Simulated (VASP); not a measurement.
PbS: single point with r2SCAN

Crystal: PbS.

```
Pb S
1.0
     4.20432    0.00000    0.00000
    -2.10216    3.64105    0.00000
     0.00000    0.00000    7.47757
Pb S
2 2
Direct
  0.00000 0.00000 0.00000
  0.00000 0.00000 0.50000
  0.33333 0.66667 0.25000
  0.66667 0.33333 0.75000
```

```
Program                : VASP 6.6.1
Task                   : single point
Functional             : r2SCAN
Potentials or basis    : VASP PAW PBE potentials, release 64 (Pb_d, S)
Cutoff                 : 520 eV
k mesh                 : 6 × 6 × 4
Occupations            : fermi-dirac, width 0.02 eV
Spin                   : no spin polarisation
Dipole correction      : no
Further INCAR settings : ALGO = Normal; EDIFF = 1e-06; NBANDS = 28
```

```json
{"Pressure": "-3.0 GPa", "Band gap on the k mesh": "0.46 eV"}
```

Stress tensor (GPa, compression positive):
```
-2.75  0.00  0.00
 0.00 -2.75  0.00
 0.00  0.00 -3.47
```

Levels at points of the mesh, in eV from the valence-band top:
```
           k point  band 16  band 17  band 18  band 19  band 20  band 21  band 22  band 23  band 24  band 25
(0.00, 0.00, 0.00)    -2.04    -2.04    -1.65    -1.65     0.00     0.46     3.37     3.37     3.67     3.67
(0.50, 0.00, 0.00)    -4.19    -3.09    -1.79    -1.73    -1.04     0.48     2.07     2.72     3.85     5.17
(0.00, 0.00, 0.50)    -1.85    -1.85    -1.85    -1.61    -1.61     2.73     2.73     3.41     3.41     3.41
(0.50, 0.00, 0.50)    -3.31    -2.73    -2.73    -2.56    -2.56     2.80     2.80     2.94     2.94     3.60
```

Run time: 4.7 min on 1 thread of Intel Xeon 8259CL, on a shared host, peak memory 0.27 GiB.

Caveat: the PAW data sets were made with another functional, which shifts forces and pressure a little; spin-orbit coupling is left out, which moves the levels of the heavy elements. A k mesh can miss the band edges.
